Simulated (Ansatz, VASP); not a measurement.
Two plane-wave programs on Au

Contents of INCAR:

```
PREC     = Accurate       # precision mode
ENCUT    = 520            # plane-wave cutoff, eV
EDIFF    = 1E-6           # SCF threshold, eV
ISMEAR   = 0              # smearing method
SIGMA    = 0.15           # smearing width, eV
LREAL    = F              # projectors in reciprocal space
LASPH    = T              # aspherical terms in the spheres
NELM     = 60             # most SCF steps
ALGO     = Normal         # electronic algorithm
ISIF     = 2              # what is computed and relaxed
LWAVE    = F              # write WAVECAR
LCHARG   = F              # write CHGCAR
GGA      = CA             # functional
NBANDS   = 12             # bands
```

The input KPOINTS:

```
Automatic mesh
0
Gamma
  22 22 22
```

Contents of POSCAR:

```
Au
1.0
    0.0000000000      2.0455000000      2.0455000000
    2.0455000000      0.0000000000      2.0455000000
    2.0455000000      2.0455000000      0.0000000000
Au
1
Direct
    0.0000000000      0.0000000000      0.0000000000
```

Input for Ansatz:

```yaml
crystal:
  lattice:
    - [0.0, 2.0455, 2.0455]
    - [2.0455, 0.0, 2.0455]
    - [2.0455, 2.0455, 0.0]
  atoms:
    - { symbol: Au, position: [0.0, 0.0, 0.0] }
basis:
  ecutwfc: 420
kpoints:
  mp_grid: { grid: [22, 22, 22] }
hamiltonian:
  xc: lda
scf:
  occupations: { method: gaussian, width: 0.15 }
output:
  forces: true
  stress: true
  eigenvalues: true
```

Alike in both runs: task single point; functional LDA; k mesh 22 × 22 × 22; occupations gaussian, width 0.15 eV; no spin polarisation.

```csv
,VASP,Ansatz
version,VASP 6.6.1,Ansatz 0.2.0
potentials or method,"VASP PAW LDA potentials, release 64 (Au), cutoff 520 eV","scalar-relativistic, plane waves, PAW"
valence electrons in the cell,11,19
```

```csv
,VASP,Ansatz,Ansatz less VASP
gap on the k mesh at the Fermi level (eV),none,none,-
pressure (GPa),-5.2,-5.6,-0.45
```

LDA's correlation is that of Perdew and Zunger in VASP and of Perdew and Wang (1992) in Ansatz. A gap of «none» marks a metal or a gap that the smearing closes. VASP's potentials hold 11 valence electrons a cell and Ansatz's 19, so a difference there can come from the potentials and not from the codes.

Spin-orbit coupling is off throughout.
